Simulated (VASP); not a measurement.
# PbS (R3m) in VASP: further runs

The runs below take PbS through single point, with PBEsol, LDA.

All numbers are computed with VASP 6.6.1; they aren't measurements. Logs are shortened: lines on timing, memory, paths and dates and some standing lists are left out, and cuts for length are marked.

**1. The cell of the first run**

Symmetry: R3m, No. 160, trigonal system. The conventional cell has a = 4.225 Å, b = 4.225 Å, c = 10.356 Å, α = 90.00°, β = 90.00°, γ = 120.00°. Within 3.9 Å of Pb (site symmetry 3m) lie 6 S at 2.96 to 3.02 Å. Within 3.9 Å of S (site symmetry 3m) lie 6 Pb at 2.96 to 3.02 Å.

**2. Single point, PBEsol**

Contents of INCAR:

```
SYSTEM = PbS
PREC = Accurate
ENCUT = 520
EDIFF = 1E-6
ISMEAR = -1
SIGMA = 0.05
LREAL = .False.
LASPH = .True.
NELM = 60
ALGO = Normal
ISIF = 2
LWAVE = .False.
LCHARG = .True.
GGA = PS
LELF = .True.
LVHAR = .True.
NBANDS = 17
```

Contents of KPOINTS:

```
regular mesh
0
Gamma
  8 8 8
  0 0 0
```

Contents of POSCAR:

```
PbS
1.0
    2.1126617058      1.2197458045      3.4519162518
   -2.1126617058      1.2197458045      3.4519162518
    0.0000000000     -2.4394916091      3.4519162518
Pb S
1 1
Direct
    0.9805657800      0.9805657800      0.9805657800
    0.4750355500      0.4750355500      0.4750355500
```

Potentials or basis: VASP PAW PBE potentials, release 64 (Pb_d, S).

Run with:

```console
$ cat potpaw_PBE.64/Pb_d/POTCAR potpaw_PBE.64/S/POTCAR > POTCAR
$ mpirun -np 1 vasp_std > vasp.out
```

OUTCAR:

```text
SYSTEM = PbS
   PREC = Accurate
   ENCUT = 520
   EDIFF = 1E-6
   ISMEAR = -1
   LREAL = .False.
   LASPH = .True.
   NELM = 60
   ISIF = 2
   GGA = PS

 ion  position               nearest neighbor table
   1  0.981  0.981  0.981-   2 2.96   2 2.96   2 2.96   2 3.02   2 3.02   2 3.02
   2  0.475  0.475  0.475-   1 2.96   1 2.96   1 2.96   1 3.02   1 3.02   1 3.02

  LATTYP: Found a trigonal (rhomboedric) cell.
 ALAT       =     4.2269191050
 COS(alpha) =     0.5003774362

  Lattice vectors:

 A1 = (   2.1126617058,   1.2197458045,   3.4519162518)
 A2 = (  -2.1126617058,   1.2197458045,   3.4519162518)
 A3 = (   0.0000000000,  -2.4394916091,   3.4519162518)

Analysis of symmetry for initial positions (statically):
=====================================================================
 Subroutine PRICEL returns:
 Original cell was already a primitive cell.

 Routine SETGRP: Setting up the symmetry group for a
 trigonal (rhombohedral) supercell.

 Subroutine GETGRP returns: Found  6 space group operations
 (whereof  6 operations were pure point group operations)
 out of a pool of 12 trial point group operations.

The static configuration has the point symmetry C_3v.

Analysis of symmetry for dynamics (positions and initial velocities):
=====================================================================
 Subroutine PRICEL returns:
 Original cell was already a primitive cell.

 Routine SETGRP: Setting up the symmetry group for a
 trigonal (rhombohedral) supercell.

 Subroutine GETGRP returns: Found  6 space group operations
 (whereof  6 operations were pure point group operations)
 out of a pool of 12 trial point group operations.

The dynamic configuration has the point symmetry C_3v.

 Subroutine INISYM returns: Found  6 space group operations
 (whereof  6 operations are pure point group operations),
 and found     1 'primitive' translations

----------------------------------------------------------------------------------------

                                     Primitive cell

  volume of cell :      53.3717

  direct lattice vectors                    reciprocal lattice vectors
     2.112661706  1.219745805  3.451916252     0.236668274  0.136640492  0.096564722
    -2.112661706  1.219745805  3.451916252    -0.236668274  0.136640492  0.096564722
     0.000000000 -2.439491609  3.451916252     0.000000000 -0.273280984  0.096564722

  length of vectors
     4.226919105  4.226919105  4.226919105     0.289840028  0.289840028  0.289840028

  position of ions in fractional coordinates (direct lattice)
     0.980565780  0.980565780  0.980565780
     0.475035550  0.475035550  0.475035550

  ion indices of the primitive-cell ions
   primitive index   ion index
                 1           1
                 2           2

----------------------------------------------------------------------------------------

 KPOINTS: regular mesh

Automatic generation of k-mesh.
 Grid dimensions read from file:
 generate k-points for:    8    8    8

 Generating k-lattice:

  Cartesian coordinates                     Fractional coordinates (reciprocal lattice)
     0.029583534  0.017080061  0.012070590     0.125000000  0.000000000  0.000000000
    -0.029583534  0.017080061  0.012070590     0.000000000  0.125000000  0.000000000
     0.000000000 -0.034160123  0.012070590     0.000000000  0.000000000  0.125000000

  Length of vectors
     0.036230003  0.036230003  0.036230003

  Shift w.r.t. Gamma in fractional coordinates (k-lattice)
     0.000000000  0.000000000  0.000000000

 Subroutine IBZKPT returns following result:
 ===========================================

 Found     65 irreducible k-points:

 Following reciprocal coordinates:
            Coordinates               Weight
  0.000000  0.000000  0.000000      1.000000
  0.125000  0.000000  0.000000      6.000000
  0.250000  0.000000  0.000000      6.000000
  0.375000 -0.000000  0.000000      6.000000
  0.500000  0.000000  0.000000      3.000000
  0.125000  0.125000  0.000000      6.000000
[... 16 lines left out ...]
  0.250000  0.125000  0.125000      6.000000
  0.375000  0.125000  0.125000      6.000000
 [... further k-points ...]
   k-points           NKPTS =     65   k-points in BZ     NKDIM =     65   number of bands    NBANDS=     17
   number of dos      NEDOS =    301   number of ions     NIONS =      2
   total plane-waves  NPLWV =  32768
   dimension x,y,z NGX =    32 NGY =   32 NGZ =   32
   dimension x,y,z NGXF=    64 NGYF=   64 NGZF=   64
   ions per type =               1   1
   NGX,Y,Z   is equivalent  to a cutoff of  12.59, 12.59, 12.59 a.u.
   NGXF,Y,Z  is equivalent  to a cutoff of  25.17, 25.17, 25.17 a.u.
 SYSTEM =  PbS
   PREC   = accura    normal or accurate (medium, high low for compatibility)
   ISTART =      0    job   : 0-new  1-cont  2-samecut
   ICHARG =      2    charge: 1-file 2-atom 10-const
   ISPIN  =      1    spin polarized calculation?
   LNONCOLLINEAR =      F non collinear calculations
   LSORBIT =      F    spin-orbit coupling
   LASPH  =      T    aspherical Exc in radial PAW
   ENCUT  =  520.0 eV  38.22 Ry    6.18 a.u.   7.86  7.86  7.86*2*pi/ulx,y,z
   NELM   =     60;   NELMIN=  2; NELMDL= -5     # of ELM steps
   EDIFF  = 0.1E-05   stopping-criterion for ELM
   LREAL  =      F    real-space projection
   EDIFFG = 0.1E-04   stopping-criterion for IOM
   NSW    =      0    number of steps for IOM
   IBRION =     -1    ionic relax: 0-MD 1-quasi-New 2-CG
   NFREE  =      0    steps in history (QN), initial steepest desc. (CG)
   ISIF   =      2    stress and relaxation
   ISYM   =      2    0-nonsym 1-usesym 2-fastsym
   POTIM  = 0.5000    time-step for ionic-motion
   TEBEG  =    0.0;   TEEND  =   0.0 temperature during run
   PSTRESS=    0.0 pullay stress
   NELECT =      20.0000    total number of electrons
   NUPDOWN=      -1.0000    fix difference up-down
   EMIN   =  10.00;   EMAX   =-10.00  energy-range for DOS
   EFERMI =   0.00;   METHOD = LEGACY
   ISMEAR =    -1;   SIGMA  =   0.05  broadening in eV -4-tet -1-fermi 0-gaus
   EFERMI_NEDOS =   21; number of points for ismear=-14 and -15
   IALGO  =     38    algorithm
   IMIX   =      4    mixing-type and parameters
     AMIX     =   0.40;   BMIX     =  1.00
     AMIX_MAG =   1.60;   BMIX_MAG =  1.00
  volume/ion in A,a.u.               =      26.69       180.08
  Fermi-wavevector in a.u.,A,eV,Ry     =   1.180270  2.230386 18.953411  1.393036
  Thomas-Fermi vector in A             =   2.316565
   LORBIT       =      0    0 simple, 1 ext, 2 COOP (PROOUT), +10 PAW based schemes
   GGA     = PS    functional components
   LHFCALC =     F    Hartree Fock is set to
   AEXX    =    0.0000 exact exchange contribution
   IVDW    =     0    specifies the selected vdW correction
   LEPSILON=     F    determine dielectric tensor
   LRPA    =     F    only Hartree local field effects (RPA)
 non-spin polarized calculation
  energy-cutoff  :      520.00
  volume of cell :       53.37
 maximum number of plane-waves:      1459
   NGX = 15   NGY = 15   NGZ = 15

 number of electron      20.0000002 magnetization

 Free energy of the ion-electron system (eV)
  ---------------------------------------------------
  ext. energy  EPLUGINS =         0.00000000
  ---------------------------------------------------
  free energy    TOTEN  =        -9.44469404 eV

  energy without entropy =       -9.44451739  energy(sigma->0) =       -9.44460572

 E-fermi :   5.5368     XC(G=0):  -9.7809

 val. band max:        5.3596575088   @ k =   0.5000   0.0000   0.0000
 cond. band min:       5.7139738806   @ k =   0.5000   0.0000   0.0000
 fundamental gap:      0.3543163718
 Fermi energy:         5.5368182022

 k-point     1 :       0.0000    0.0000    0.0000
  band No.  band energies     occupation
      1     -11.3130      2.00000
      2     -11.3126      2.00000
      3     -11.3126      2.00000
      4     -11.2992      2.00000
      5     -11.2992      2.00000
      6      -8.0122      2.00000
[... 9 lines left out ...]
     16      12.1216      0.00000
     17      13.9013      0.00000

 k-point     2 :       0.1250    0.0000    0.0000
  band No.  band energies     occupation
      1     -11.3120      2.00000
      2     -11.3103      2.00000
      3     -11.3101      2.00000
      4     -11.2995      2.00000
      5     -11.2995      2.00000
      6      -7.8818      2.00000
[... 9 lines left out ...]
     16      12.4684      0.00000
     17      15.0820      0.00000

 k-point     3 :       0.2500    0.0000    0.0000
  band No.  band energies     occupation
      1     -11.3170      2.00000
      2     -11.3165      2.00000
      3     -11.3105      2.00000
      4     -11.2880      2.00000
      5     -11.2877      2.00000
      6      -7.5200      2.00000
[... 9 lines left out ...]
     16      13.3052      0.00000
     17      17.0237      0.00000

 k-point     4 :       0.3750   -0.0000    0.0000
  band No.  band energies     occupation
      1     -11.3265      2.00000
      2     -11.3259      2.00000
      3     -11.3097      2.00000
      4     -11.2733      2.00000
      5     -11.2730      2.00000
      6      -7.0509      2.00000
[... 9 lines left out ...]
     16      14.5376      0.00000
     17      16.9841      0.00000

 k-point     5 :       0.5000    0.0000    0.0000
  band No.  band energies     occupation
      1     -11.3306      2.00000
      2     -11.3299      2.00000
      3     -11.3094      2.00000
      4     -11.2672      2.00000
      5     -11.2668      2.00000
      6      -6.7984      2.00000
[... 9 lines left out ...]
     16      15.5196      0.00000
     17      15.8141      0.00000

 k-point     6 :       0.1250    0.1250    0.0000
  band No.  band energies     occupation
      1     -11.3162      2.00000
      2     -11.3106      2.00000
      3     -11.3047      2.00000
      4     -11.3045      2.00000
      5     -11.2956      2.00000
      6      -7.8366      2.00000
[... 9 lines left out ...]
     16      13.2077      0.00000
     17      14.6345      0.00000

 k-point     7 :       0.2500    0.1250   -0.0000
  band No.  band energies     occupation
      1     -11.3255      2.00000
      2     -11.3161      2.00000
      3     -11.3046      2.00000
      4     -11.2949      2.00000
      5     -11.2852      2.00000
      6      -7.5474      2.00000
[... 9 lines left out ...]
     16      14.0213      0.00000
     17      15.8803      0.00000

 k-point     8 :       0.3750    0.1250   -0.0000
  band No.  band energies     occupation
      1     -11.3387      2.00000
      2     -11.3139      2.00000
      3     -11.3104      2.00000
      4     -11.2846      2.00000
      5     -11.2711      2.00000
      6      -7.1028      2.00000
[... 9 lines left out ...]
     16      15.0988      0.00000
     17      16.9386      0.00000
[... 203 lines left out ...]
      1     -11.4228      2.00000
      2     -11.3301      2.00000
      3     -11.2814      2.00000
      4     -11.2618      2.00000
      5     -11.2587      2.00000
      6      -6.4663      2.00000
[... 9 lines left out ...]
     16      16.9478      0.00000
     17      17.0745      0.00000

 k-point    20 :      -0.3750    0.3750    0.0000
  band No.  band energies     occupation
      1     -11.4037      2.00000
      2     -11.3157      2.00000
      3     -11.2921      2.00000
      4     -11.2714      2.00000
      5     -11.2631      2.00000
      6      -6.4011      2.00000
[... 9 lines left out ...]
     16      16.1803      0.00000
     17      17.8689      0.00000

 k-point    21 :       0.5000    0.5000    0.0000
  band No.  band energies     occupation
      1     -11.4404      2.00000
      2     -11.3367      2.00000
      3     -11.2748      2.00000
      4     -11.2554      2.00000
      5     -11.2552      2.00000
      6      -6.3984      2.00000
[... 9 lines left out ...]
     16      17.5336      0.00000
     17      17.6602      0.00000

 k-point    22 :       0.1250    0.1250    0.1250
  band No.  band energies     occupation
      1     -11.3122      2.00000
      2     -11.3102      2.00000
      3     -11.3102      2.00000
      4     -11.2994      2.00000
      5     -11.2994      2.00000
      6      -7.8823      2.00000
[... 9 lines left out ...]
     16      12.4628      0.00000
     17      15.0786      0.00000

 k-point    23 :       0.2500    0.1250    0.1250
  band No.  band energies     occupation
      1     -11.3126      2.00000
      2     -11.3113      2.00000
      3     -11.3090      2.00000
      4     -11.3035      2.00000
      5     -11.2897      2.00000
      6      -7.6725      2.00000
[... 9 lines left out ...]
     16      13.5708      0.00000
     17      14.8504      0.00000

 k-point    24 :       0.3750    0.1250    0.1250
  band No.  band energies     occupation
      1     -11.3237      2.00000
      2     -11.3180      2.00000
      3     -11.3083      2.00000
      4     -11.2891      2.00000
      5     -11.2794      2.00000
      6      -7.2632      2.00000
[... 9 lines left out ...]
     16      14.9276      0.00000
     17      16.1242      0.00000

 [... further k-points ...]

------------------------ aborting loop because EDIFF is reached ----------------------------------------

  FORCE on cell =-STRESS in cart. coord.  units (eV):
  Direction    XX          YY          ZZ          XY          YZ          ZX
  --------------------------------------------------------------------------------------
  -------------------------------------------------------------------------------------
  Total       -0.6955284     -0.6955284     -0.6896741      0.0000000      0.0000000      0.0000000
  in kB      -20.8792398    -20.8792398    -20.7034958      0.0000000      0.0000000      0.0000000
  external PRESSURE =     -20.8206584 kB  Pullay stress =       0.0000000 kB

 VOLUME and BASIS-vectors are now :
 -----------------------------------------------------------------------------
  energy-cutoff  :      520.00
  volume of cell :       53.37
      direct lattice vectors                 reciprocal lattice vectors
     2.112661706  1.219745805  3.451916252     0.236668274  0.136640492  0.096564722
    -2.112661706  1.219745805  3.451916252    -0.236668274  0.136640492  0.096564722
     0.000000000 -2.439491609  3.451916252     0.000000000 -0.273280984  0.096564722

 POSITION                                       TOTAL-FORCE (eV/Angst)
 -----------------------------------------------------------------------------------
      0.00000     -0.00000     10.15449         0.000000      0.000000     -0.007681
      0.00000     -0.00000      4.91935         0.000000     -0.000000      0.007681
 -----------------------------------------------------------------------------------
    total drift:                                0.000000     -0.000000     -0.000437

  FREE ENERGIE OF THE ION-ELECTRON SYSTEM (eV)
  ---------------------------------------------------
  free  energy   TOTEN  =        -9.4446940439 eV

  energy  without entropy=       -9.4445173925  energy(sigma->0) =       -9.44460572
```

Run time: 79 s. Hardware: 1 thread of AMD EPYC 7R13, shared host; peak memory 0.18 GiB.

What came out:

| Quantity | Value |
| --- | --- |
| Free energy | -9.4447 eV |
| Pressure | -2.1 GPa |
| Largest force | 0.008 eV/Å |
| Band gap on the k mesh | 0.35 eV |

Forces in eV/Å, atoms in the order of the input:
```
Pb   0.000  0.000 -0.008
S    0.000  0.000  0.008
```

Caveat: the PAW data sets were made with another functional, which shifts forces and pressure a little; spin-orbit coupling is left out, which moves the levels of the heavy elements. A k mesh can miss the band edges.

(Part 1 of 3 ends here.)
